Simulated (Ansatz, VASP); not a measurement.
## One calculation of RbP2SF, two programs

```
F P S Rb
1.0
     7.64028    0.00000    0.00000
     0.00000    6.27671    0.00000
    -1.50078    0.00000    4.94588
F P S Rb
2 4 2 2
Direct
  0.87540 0.25000 0.76760
  0.12460 0.75000 0.23240
  0.69630 0.04180 0.33110
  0.30370 0.54180 0.66890
  0.30370 0.95820 0.66890
  0.69630 0.45820 0.33110
  0.83000 0.25000 0.42040
  0.17000 0.75000 0.57960
  0.28592 0.25000 0.15550
  0.71408 0.75000 0.84450
```

Alike in both runs: task single point; functional PBEsol; k mesh 3 × 3 × 4; occupations fermi-dirac, width 0.0207 eV; no spin polarisation.

|  | VASP | Ansatz |
| --- | --- | --- |
| version | VASP 6.6.1 | Ansatz 0.2.0 |
| potentials or method | VASP PAW PBE potentials, release 64 (F, P, S, Rb_sv), cutoff 520 eV | PAW plane waves |
| valence electrons in the cell | 64 | 64 |

```tsv
	VASP	Ansatz	Ansatz less VASP
gap on the k mesh at the Fermi level (eV)	none	none	-
rms of the force components (eV/Å)	9.074	9.271	+0.1970
```

VASP's potentials were made for PBE, not for PBEsol. Atom by atom the forces differ by 0.217 eV/Å (rms over components). A gap of «none» marks a metal or a gap that the smearing closes.
